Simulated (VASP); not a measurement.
B3C, 4 atoms in the cell. The structure is cubic, space group Im-3m (No. 229). The conventional cell has a = 3.690 Å, b = 3.690 Å, c = 3.690 Å, α = 90.00°, β = 90.00°, γ = 90.00°. B (site symmetry 4/mmm) has 4 B at 1.85 Å and 2 C at 1.85 Å within 2.4 Å. C (site symmetry m-3m) has 6 B at 1.85 Å within 2.4 Å. 

| Item | Value |
| --- | --- |
| Program | VASP 6.6.1 |
| Task | single point |
| Functional | PBE |
| Potentials or basis | VASP PAW PBE potentials, release 64 (B, C) |
| Cutoff | 600 eV |
| k mesh | 6 × 6 × 6 |
| Occupations | gaussian, width 0.2 eV |
| Spin | no spin polarisation |
| Dipole correction | no |
| Further INCAR settings | ALGO = Normal; EDIFF = 1e-06; NBANDS = 14 |

Potentials or basis: VASP PAW PBE potentials, release 64 (B, C).

Run with:

```sh
$ cat potpaw_PBE.64/B/POTCAR potpaw_PBE.64/C/POTCAR > POTCAR
$ mpirun -np 1 vasp_std > vasp.out
```

Hardware: 1 thread of AMD EPYC 9R45 (Zen 5), with other jobs on the host.

Task: Estimate the wall time of this run.

Result: Wall time 8.2 s on 1 thread of AMD EPYC 9R45 (Zen 5) (shared host), peak memory 0.11 GiB. Counts: scf iterations 10, k points 16.
